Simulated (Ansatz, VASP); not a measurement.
## Zn2S in VASP and in Ansatz

```
Zn S
1.0
     6.65100    0.00000    0.00000
    -3.32550    5.75993    0.00000
     0.00000    0.00000    6.32771
Zn S
6 3
Direct
  0.44305 0.33747 0.33852
  0.66253 0.10559 0.67185
  0.89441 0.55695 0.00519
  0.33747 0.44305 0.66148
  0.10559 0.66253 0.32815
  0.55695 0.89441 0.99481
  0.48481 0.00000 0.33333
  0.00000 0.48481 0.66667
  0.51519 0.51519 0.00000
```

Alike in both runs: functional PBE; k mesh 3 × 3 × 4; occupations gaussian, width 0.1 eV; no spin polarisation.

Ansatz relaxed the structure, and its values are those at the end. VASP's run is a single point on that final structure, the one shown.

|  | VASP | Ansatz |
| --- | --- | --- |
| version | VASP 6.6.1 | Ansatz 0.2.0 |
| potentials or method | VASP PAW PBE potentials, release 64 (Zn, S), cutoff 500 eV | scalar-relativistic, plane waves, PAW |
| valence electrons in the cell | 90 | 90 |

|  | VASP | Ansatz | Ansatz less VASP |
| --- | --- | --- | --- |
| gap on the k mesh at the Fermi level (eV) | 1.33 | 1.34 | +0.012 |
| least direct gap on the mesh (eV) | 1.43 | 1.45 | +0.013 |
| pressure (GPa) | 0.1 | 0.0 | -0.12 |
| rms of the force components (eV/Å) | 0.007 | 0.006 | -0.0007 |

With one functional, cell and mesh, what is left measures potentials, basis and numerics.
